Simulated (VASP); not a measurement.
# MoRu2: single point with PBE

The system is MoRu2.

```
CELL_PARAMETERS angstrom
0.00000 2.94093 2.94093
2.94093 0.00000 2.94093
2.94093 2.94093 0.00000
ATOMIC_POSITIONS crystal
Mo 0.00000 0.00000 0.00000
Ru 0.75000 0.75000 0.75000
Ru 0.25000 0.25000 0.25000
```

| Item | Value |
| --- | --- |
| Program | VASP 6.6.1 |
| Task | single point |
| Functional | PBE |
| Potentials or basis | VASP PAW PBE potentials, release 64 (Mo_sv, Ru_pv) |
| Cutoff | 500 eV |
| k mesh | 14 × 14 × 14 |
| Occupations | gaussian, width 0.1 eV |
| Spin | no spin polarisation |

```yaml
Pressure: 0.3 GPa
Band_gap_on_the_k_mesh: zero (band 21 reaches 11.10 eV, above the bottom of band 22 at 9.29 eV)
```

Levels at points of the mesh, in eV from the Fermi level:
```
           k point  band 19  band 20  band 21  band 22  band 23  band 24
(0.00, 0.00, 0.00)    -2.28     1.41     1.41     1.41     1.42     1.42
(0.50, 0.00, 0.00)    -1.85    -1.14    -1.14    -0.18     1.68     1.68
(0.50, 0.50, 0.00)    -1.10    -0.29     0.18     1.32     1.33     2.99
```

Wall time 3.2 min on 1 thread of AMD EPYC 7R13, on a shared host, peak memory 0.23 GiB.
